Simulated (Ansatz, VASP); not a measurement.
# Hf3N4 in VASP and in Ansatz

```
CELL_PARAMETERS angstrom
-3.43286 3.43286 3.43286
3.43286 -3.43286 3.43286
3.43286 3.43286 -3.43286
ATOMIC_POSITIONS crystal
Hf 0.25000 0.62500 0.37500
Hf 0.37500 0.25000 0.62500
Hf 0.75000 0.87500 0.12500
Hf 0.12500 0.75000 0.87500
Hf 0.62500 0.37500 0.25000
Hf 0.87500 0.12500 0.75000
N 0.11496 0.11496 0.11496
N 0.88504 0.50000 0.00000
N 0.50000 0.00000 0.38504
N 0.00000 0.88504 0.50000
N 0.38504 0.50000 0.00000
N 0.61496 0.61496 0.61496
N 0.00000 0.38504 0.50000
N 0.50000 0.00000 0.88504
```

Alike in both runs: functional PBEsol; k mesh 6 × 6 × 6; occupations gaussian, width 0.02 eV; no spin polarisation.

Ansatz relaxed the structure, and its values are those at the end. VASP's run is a single point on that final structure, the one shown.

```csv
,VASP,Ansatz
version,VASP 6.6.1,Ansatz 0.2.0
potentials or method,"VASP PAW PBE potentials, release 64 (Hf_pv, N), cutoff 600 eV","scalar-relativistic, plane waves, PAW"
valence electrons in the cell,100,196
```

Ansatz gave:

* gap on the k mesh at the Fermi level (eV): 1.08
* least direct gap on the mesh (eV): 1.08
* pressure (GPa): -15.7
* rms of the force components (eV/Å): 0.000

Q: Estimate VASP's values.

A: gap on the k mesh at the Fermi level (eV): 1.09; least direct gap on the mesh (eV): 1.09; pressure (GPa): -18.1; rms of the force components (eV/Å): 0.022.

VASP's potentials were made for PBE, not for PBEsol. VASP's potentials hold 100 valence electrons a cell and Ansatz's 196, so a difference there can come from the potentials and not from the codes. Ansatz's warnings: stress scf threshold loose.

Neither program's run includes spin-orbit coupling.
